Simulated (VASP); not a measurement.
Crystal: CoSn.

```
Co Sn
1.0
     5.29661    0.00000    0.00000
    -2.64831    4.58700    0.00000
     0.00000    0.00000    4.23024
Co Sn
3 3
Direct
  0.00000 0.50000 0.00000
  0.50000 0.50000 0.00000
  0.50000 0.00000 0.00000
  0.66667 0.33333 0.50000
  0.33333 0.66667 0.50000
  0.00000 0.00000 0.00000
```

- Program: VASP 6.6.1
- Task: relaxation of cell and atoms
- Functional: PBE
- Dispersion: D3(BJ)
- Potentials or basis: VASP PAW PBE potentials, release 64 (Co, Sn_d)
- Cutoff: 600 eV
- k mesh: 9 × 9 × 8
- Occupations: gaussian, width 0.1 eV
- Spin: no spin polarisation

At the start: pressure -4.1 GPa; volume 17.13 Å³/atom.

**Question.** Where does the relaxation end?

**Answer.** Over 3 steps the energy falls by 7.3 meV/atom and the volume is 16.59 Å³/atom (-3.2 %); space group P6/mmm (No. 191, to 0.05 Å).

Step by step:
```tsv
step	energy change (eV)	largest force (eV/Å)	pressure (GPa)	volume (Å³)
1	0.0000	0.0000	-4.15	102.78
2	0.0033	0.0000	4.93	96.32
3	-0.0440	0.0000	-0.02	99.52
```

Final structure:
```xyz
6
Lattice="5.2404 0.0000 0.0000 -2.6202 4.5383 0.0000 0.0000 0.0000 4.1845" Properties=species:S:1:pos:R:3 pbc="T T T"
Co   -1.3101    2.2691    4.1845
Co    1.3101    2.2691    4.1845
Co    2.6202    0.0000    4.1845
Sn    2.6202    1.5128    2.0922
Sn    0.0000    3.0255    2.0922
Sn    0.0000    0.0000    4.1845
```

Caveat: pairwise dispersion overbinds metals, which lowers pressure and volume.
